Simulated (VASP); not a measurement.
# HBr (I4/mmm) in VASP: further runs, part 2 of 2

VASP 6.6.1. The steps go on from the part before.

## (4) Single point, PBEsol (strain along c alone, the other axes held: +1.5 %)

File INCAR:

```
ALGO = Normal ; EDIFF = 1E-7
ENCUT = 520 ; GGA = PS
ISIF = 2 ; ISMEAR = 0
LASPH = True ; LCHARG = True
LELF = True ; LREAL = False
LVHAR = True ; LWAVE = False
NBANDS = 16 ; NELM = 80
PREC = Accurate ; SIGMA = 0.02
```

File KPOINTS:

```
k-points
0
Gamma
  6 6 8
```

File POSCAR:

```
HBr
1.0
    5.4459128156      0.0000000000      0.0000000000
    0.0000000000      5.4459128156      0.0000000000
    0.0000000000      0.0000000000      3.3924373221
H Br
2 2
Direct
    0.0000000000      0.0000000000      0.0000000000
    0.5000000000      0.5000000000      0.5000000000
    0.0000000000      0.0000000000      0.5000000000
    0.5000000000      0.5000000000      0.0000000000
```

Potentials or basis: VASP PAW PBE potentials, release 64 (H, Br).

On the command line:

```bash
$ cat potpaw_PBE.64/H/POTCAR potpaw_PBE.64/Br/POTCAR > POTCAR
$ mpirun -np 1 vasp_std > vasp.out
```

OUTCAR:

```text
EDIFF = 1E-7
   ENCUT = 520
   GGA = PS
   ISIF = 2
   ISMEAR = 0
   LASPH = True
   LREAL = False
   NELM = 80
   PREC = Accurate

 ion  position               nearest neighbor table
   1  0.000  0.000  0.000-   3 1.70   3 1.70
   2  0.500  0.500  0.500-   4 1.70   4 1.70
   3  0.000  0.000  0.500-   1 1.70   1 1.70
   4  0.500  0.500  0.000-   2 1.70   2 1.70

  LATTYP: Found a simple tetragonal cell.
 ALAT       =     5.4459128156
 C/A-ratio  =     0.6229327272

  Lattice vectors:

 A1 = (   5.4459128156,   0.0000000000,   0.0000000000)
 A2 = (   0.0000000000,   5.4459128156,   0.0000000000)
 A3 = (   0.0000000000,   0.0000000000,   3.3924373221)

Analysis of symmetry for initial positions (statically):
=====================================================================
 Subroutine PRICEL returns following result:

  LATTYP: Found a body centered tetragonal cell.
 ALAT       =     5.4459128156
 C/A-ratio  =     0.6229327272

  Lattice vectors:

 A1 = (   2.7229564078,  -2.7229564078,  -1.6962186611)
 A2 = (  -2.7229564078,   2.7229564078,  -1.6962186611)
 A3 = (   2.7229564078,   2.7229564078,   1.6962186611)

   2 primitive cells build up your supercell.

 Routine SETGRP: Setting up the symmetry group for a
 simple tetragonal supercell.

 Subroutine GETGRP returns: Found 16 space group operations
 (whereof 16 operations were pure point group operations)
 out of a pool of 16 trial point group operations.

The static configuration has the point symmetry D_4h.

Analysis of symmetry for dynamics (positions and initial velocities):
=====================================================================
 Subroutine PRICEL returns following result:

  LATTYP: Found a body centered tetragonal cell.
 ALAT       =     5.4459128156
 C/A-ratio  =     0.6229327272

  Lattice vectors:

 A1 = (   2.7229564078,  -2.7229564078,  -1.6962186611)
 A2 = (  -2.7229564078,   2.7229564078,  -1.6962186611)
 A3 = (   2.7229564078,   2.7229564078,   1.6962186611)

   2 primitive cells build up your supercell.

 Routine SETGRP: Setting up the symmetry group for a
 simple tetragonal supercell.

 Subroutine GETGRP returns: Found 16 space group operations
 (whereof 16 operations were pure point group operations)
 out of a pool of 16 trial point group operations.

The dynamic configuration has the point symmetry D_4h.

 Subroutine INISYM returns: Found 16 space group operations
 (whereof 16 operations are pure point group operations),
 and found     2 'primitive' translations

----------------------------------------------------------------------------------------

                                     Primitive cell

  volume of cell :      50.3064

  direct lattice vectors                    reciprocal lattice vectors
     2.722956408 -2.722956408 -1.696218661     0.183623946  0.000000000 -0.294773316
    -2.722956408  2.722956408 -1.696218661     0.000000000  0.183623946 -0.294773316
     2.722956408  2.722956408  1.696218661     0.183623946  0.183623946  0.000000000

  length of vectors
     4.207866555  4.207866555  4.207866555     0.347288153  0.347288153  0.259683475
[... 33 lines left out ...]

 Found     50 irreducible k-points:

 Following reciprocal coordinates:
            Coordinates               Weight
  0.000000  0.000000  0.000000      1.000000
  0.166667  0.000000  0.000000      4.000000
  0.333333  0.000000  0.000000      4.000000
  0.500000  0.000000  0.000000      2.000000
  0.166667  0.166667  0.000000      4.000000
  0.333333  0.166667  0.000000      8.000000
[... 16 lines left out ...]
  0.333333  0.000000  0.250000      8.000000
  0.500000  0.000000  0.250000      4.000000
 [... further k-points ...]
   k-points           NKPTS =     50   k-points in BZ     NKDIM =     50   number of bands    NBANDS=     16
   number of dos      NEDOS =    301   number of ions     NIONS =      4
   total plane-waves  NPLWV =  49392
   dimension x,y,z NGX =    42 NGY =   42 NGZ =   28
   dimension x,y,z NGXF=    84 NGYF=   84 NGZF=   56
   ions per type =               2   2
   NGX,Y,Z   is equivalent  to a cutoff of  12.82, 12.82, 13.72 a.u.
   NGXF,Y,Z  is equivalent  to a cutoff of  25.64, 25.64, 27.44 a.u.
 SYSTEM =  unknown system
   PREC   = accura    normal or accurate (medium, high low for compatibility)
   ISTART =      0    job   : 0-new  1-cont  2-samecut
   ICHARG =      2    charge: 1-file 2-atom 10-const
   ISPIN  =      1    spin polarized calculation?
   LNONCOLLINEAR =      F non collinear calculations
   LSORBIT =      F    spin-orbit coupling
   LASPH  =      T    aspherical Exc in radial PAW
   ENCUT  =  520.0 eV  38.22 Ry    6.18 a.u.  10.13 10.13  6.31*2*pi/ulx,y,z
   NELM   =     80;   NELMIN=  2; NELMDL= -5     # of ELM steps
   EDIFF  = 0.1E-06   stopping-criterion for ELM
   LREAL  =      F    real-space projection
   EDIFFG = 0.1E-05   stopping-criterion for IOM
   NSW    =      0    number of steps for IOM
   IBRION =     -1    ionic relax: 0-MD 1-quasi-New 2-CG
   NFREE  =      0    steps in history (QN), initial steepest desc. (CG)
   ISIF   =      2    stress and relaxation
   ISYM   =      2    0-nonsym 1-usesym 2-fastsym
   POTIM  = 0.5000    time-step for ionic-motion
   TEBEG  =    0.0;   TEEND  =   0.0 temperature during run
   PSTRESS=    0.0 pullay stress
   NELECT =      16.0000    total number of electrons
   NUPDOWN=      -1.0000    fix difference up-down
   EMIN   =  10.00;   EMAX   =-10.00  energy-range for DOS
   EFERMI =   0.00;   METHOD = LEGACY
   ISMEAR =     0;   SIGMA  =   0.02  broadening in eV -4-tet -1-fermi 0-gaus
   EFERMI_NEDOS =   21; number of points for ismear=-14 and -15
   IALGO  =     38    algorithm
   IMIX   =      4    mixing-type and parameters
     AMIX     =   0.40;   BMIX     =  1.00
     AMIX_MAG =   1.60;   BMIX_MAG =  1.00
  volume/ion in A,a.u.               =      25.15       169.74
  Fermi-wavevector in a.u.,A,eV,Ry     =   0.886946  1.676085 10.703334  0.786673
  Thomas-Fermi vector in A             =   2.008179
   LORBIT       =      0    0 simple, 1 ext, 2 COOP (PROOUT), +10 PAW based schemes
   GGA     = PS    functional components
   LHFCALC =     F    Hartree Fock is set to
   AEXX    =    0.0000 exact exchange contribution
   IVDW    =     0    specifies the selected vdW correction
   LEPSILON=     F    determine dielectric tensor
   LRPA    =     F    only Hartree local field effects (RPA)
 non-spin polarized calculation
 Gauss-broadening in eV      SIGMA  =   0.02
  energy-cutoff  :      520.00
  volume of cell :      100.61
 maximum number of plane-waves:      2732
 NGX is ok and might be reduce to    42
   NGX = 21   NGY = 21   NGZ = 13

 number of electron      16.0000005 magnetization

 Free energy of the ion-electron system (eV)
  ---------------------------------------------------
  ext. energy  EPLUGINS =         0.00000000
  ---------------------------------------------------
  free energy    TOTEN  =       -10.08434475 eV

  energy without entropy =      -10.08434475  energy(sigma->0) =      -10.08434475

 E-fermi :  -2.6180     XC(G=0):  -6.8578

 val. band max:       -2.7505257001   @ k =   0.5000   0.5000   0.2500
 cond. band min:      -1.4950245518   @ k =   0.0000   0.0000   0.0000
 fundamental gap:      1.2555011482
 Fermi energy:        -2.6180329314

 k-point     1 :       0.0000    0.0000    0.0000
  band No.  band energies     occupation
      1     -16.9074      2.00000
      2     -16.6765      2.00000
      3      -4.1446      2.00000
      4      -4.1446      2.00000
      5      -3.3713      2.00000
      6      -3.1624      2.00000
[... 433 lines left out ...]
      3      -7.4462      2.00000
      4      -7.4462      2.00000
      5      -3.4117      2.00000
      6      -3.4117      2.00000
[... 8 lines left out ...]
     15       8.7564      0.00000
     16       8.7564      0.00000

 [... further k-points ...]

------------------------ aborting loop because EDIFF is reached ----------------------------------------

  FORCE on cell =-STRESS in cart. coord.  units (eV):
  Direction    XX          YY          ZZ          XY          YZ          ZX
  --------------------------------------------------------------------------------------
  -------------------------------------------------------------------------------------
  Total       -0.0198573     -0.0198573     -1.7992447      0.0000000     -0.0000000      0.0000000
  in kB       -0.3162118     -0.3162118    -28.6515160      0.0000000     -0.0000000      0.0000000
  external PRESSURE =      -9.7613132 kB  Pullay stress =       0.0000000 kB

 VOLUME and BASIS-vectors are now :
 -----------------------------------------------------------------------------
  energy-cutoff  :      520.00
  volume of cell :      100.61
      direct lattice vectors                 reciprocal lattice vectors
     5.445912816  0.000000000  0.000000000     0.183623946  0.000000000  0.000000000
     0.000000000  5.445912816  0.000000000     0.000000000  0.183623946  0.000000000
     0.000000000  0.000000000  3.392437322     0.000000000  0.000000000  0.294773316

 POSITION                                       TOTAL-FORCE (eV/Angst)
 -----------------------------------------------------------------------------------
      0.00000      0.00000      0.00000        -0.000000      0.000000      0.000000
      2.72296      2.72296      1.69622        -0.000000      0.000000      0.000000
      0.00000      0.00000      1.69622        -0.000000      0.000000      0.000000
      2.72296      2.72296      0.00000         0.000000     -0.000000     -0.000000
 -----------------------------------------------------------------------------------
    total drift:                                0.000000     -0.000000     -0.000000

  FREE ENERGIE OF THE ION-ELECTRON SYSTEM (eV)
  ---------------------------------------------------
  free  energy   TOTEN  =       -10.0843447542 eV

  energy  without entropy=      -10.0843447542  energy(sigma->0) =      -10.08434475
```

stdout:

```text
POSCAR found type information on POSCAR H Br
 POSCAR found :  2 types and       4 ions
 scaLAPACK will be used
 -----------------------------------------------------------------------------
|                                                                             |
|                                                                             |
|     You enforced a specific xc type in the INCAR file but a different       |
|     I HOPE YOU KNOW WHAT YOU ARE DOING!                                     |
|                                                                             |
 -----------------------------------------------------------------------------

 LDA part: xc-table for (Slater+PW92), standard interpolation
 POSCAR, INCAR and KPOINTS ok, starting setup
 FFT: planning ... GRIDC
 FFT: planning ... GRID_SOFT
 FFT: planning ... GRID
 WAVECAR not read
 entering main loop
```

Run time: 61 s. Hardware: 1 thread of Intel Xeon Platinum 8259CL at 2.50GHz (Skylake/Cascade Lake), shared host; peak memory 0.24 GiB.

Results:

- Free energy: -10.0843 eV
- Pressure: -1.0 GPa
- Band gap on the k mesh: 1.26 eV

Stress tensor (GPa, compression positive):
```
-0.03  0.00  0.00
 0.00 -0.03  0.00
 0.00  0.00 -2.87
```

Caveat: the cell differs from its parent crystal (strain along c alone, the other axes held: +1.5 %); the PAW data sets were made with another functional, which shifts forces and pressure a little. A k mesh can miss the band edges.

## (5) Single point, PBEsol

This run uses another cell than the first one, of 25.15 Å³/atom, 1.015 times its volume.

File INCAR:

```
SYSTEM = HBr
ALGO     = Normal         ! electronic algorithm
EDIFF    = 1E-6           ! SCF threshold, eV
ENCUT    = 520            ! plane-wave cutoff, eV
GGA      = PS             ! functional
ISIF     = 2              ! what is computed and relaxed
ISMEAR   = 0              ! smearing method
LASPH    = .True.         ! aspherical terms in the spheres
LCHARG   = .False.        ! write CHGCAR
LREAL    = .False.        ! projectors in reciprocal space
LWAVE    = .False.        ! write WAVECAR
NBANDS   = 16             ! bands
NELM     = 80             ! most SCF steps
PREC     = Accurate       ! precision mode
SIGMA    = 0.02           ! smearing width, eV
```

File KPOINTS:

```
k-points
0
Gamma
  6 6 8
  0 0 0
```

POSCAR is that of step 4.

On the command line:

```bash
$ cat potpaw_PBE.64/H/POTCAR potpaw_PBE.64/Br/POTCAR > POTCAR
$ mpirun -np 1 vasp_std > vasp.out
```

Wall time 59 s (1 thread of Intel Xeon Platinum 8259CL at 2.50GHz (Skylake/Cascade Lake), shared host); peak memory 0.24 GiB.

Results (log left out):

| Property | Result |
| --- | --- |
| Free energy | -10.0843 eV |
| Pressure | -1.0 GPa |
| Band gap on the k mesh | 1.26 eV |

Stress tensor (GPa, compression positive):
```
-0.03  0.00  0.00
 0.00 -0.03  0.00
 0.00  0.00 -2.86
```

Levels at points of the mesh, in eV from the valence-band top:
```csv
k point,band 5,band 6,band 7,band 8,band 9,band 10,band 11,band 12
"(0.00, 0.00, 0.00)",-0.62,-0.41,-0.27,-0.27,1.26,1.53,5.98,7.35
"(0.50, 0.00, 0.00)",-0.88,-0.88,-0.52,-0.52,1.40,1.40,8.14,8.14
"(0.50, 0.50, 0.00)",-0.51,-0.51,-0.13,-0.13,1.40,1.40,8.64,8.64
"(0.00, 0.00, 0.50)",-0.18,-0.18,-0.18,-0.18,8.95,8.95,8.95,8.95
"(0.50, 0.00, 0.50)",-0.24,-0.24,-0.16,-0.16,7.42,7.42,8.38,8.38
"(0.50, 0.50, 0.50)",-0.29,-0.29,-0.29,-0.29,8.40,8.40,8.40,8.40
```

Caveat: the PAW data sets were made with another functional, which shifts forces and pressure a little. A k mesh can miss the band edges.
